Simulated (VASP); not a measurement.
Here is a VASP 6.6.1 calculation.

File POSCAR:

```
Si
1.0
    0.0000000000      2.7218511865      2.7218511865
    2.7218511865      0.0000000000      2.7218511865
    2.7218511865      2.7218511865      0.0000000000
Si
2
Direct
    0.5000000000      0.5000000000      0.5000000000
    0.7500000000      0.7500000000      0.7500000000
```

INCAR.step1

```
ISMEAR = 0 ; SIGMA = 0.03
LWAVE = True ; LCHARG = False
NBANDS = 26 ; PREC = Accurate
LASPH = True ; LREAL = False
ALGO = Normal ; EDIFF = 1E-5
NELM = 120 ; GGA_COMPAT = False
ENCUT = 490 ; EFERMI = MIDGAP
GGA = PE
```

The input INCAR.step2:

```
METAGGA = MBJ ; ISMEAR = 0
SIGMA = 0.03 ; LWAVE = False
LCHARG = False ; NBANDS = 26
PREC = Accurate ; LASPH = True
LREAL = False ; ALGO = Normal
EDIFF = 1E-6 ; NELM = 120
GGA_COMPAT = False ; ENCUT = 490
EFERMI = MIDGAP ; LMIXTAU = True
ISTART = 1
```

Contents of KPOINTS:

```
Automatic mesh
0
Gamma
  11 11 11
  0 0 0
```

Contents of KPOINTS_OPT:

```
path GXWKGLUWLK,UX
32
line-mode
reciprocal
 0.0000000000  0.0000000000  0.0000000000  G
 0.5000000000  0.0000000000  0.5000000000  X

 0.5000000000  0.0000000000  0.5000000000  X
 0.5000000000  0.2500000000  0.7500000000  W

 0.5000000000  0.2500000000  0.7500000000  W
 0.3750000000  0.3750000000  0.7500000000  K

 0.3750000000  0.3750000000  0.7500000000  K
 0.0000000000  0.0000000000  0.0000000000  G

 0.0000000000  0.0000000000  0.0000000000  G
 0.5000000000  0.5000000000  0.5000000000  L

 0.5000000000  0.5000000000  0.5000000000  L
 0.6250000000  0.2500000000  0.6250000000  U

 0.6250000000  0.2500000000  0.6250000000  U
 0.5000000000  0.2500000000  0.7500000000  W

 0.5000000000  0.2500000000  0.7500000000  W
 0.5000000000  0.5000000000  0.5000000000  L

 0.5000000000  0.5000000000  0.5000000000  L
 0.3750000000  0.3750000000  0.7500000000  K

 0.6250000000  0.2500000000  0.6250000000  U
 0.5000000000  0.0000000000  0.5000000000  X
```

Potentials or basis: VASP PAW PBE potentials, release 64 (Si).

Command:

```console
$ cat potpaw_PBE.64/Si/POTCAR > POTCAR
$ cp INCAR.step1 INCAR
$ mpirun -np 1 vasp_std > vasp.out
$ cp INCAR.step2 INCAR
$ mpirun -np 1 vasp_std > vasp.out
```

(1) What does it give for the band gap on the k mesh?

(2) Estimate the band gap along the path.

Results:

(1) 1.30 eV (least direct gap 3.20 eV).

(2) 1.27 eV (least direct gap 3.20 eV).
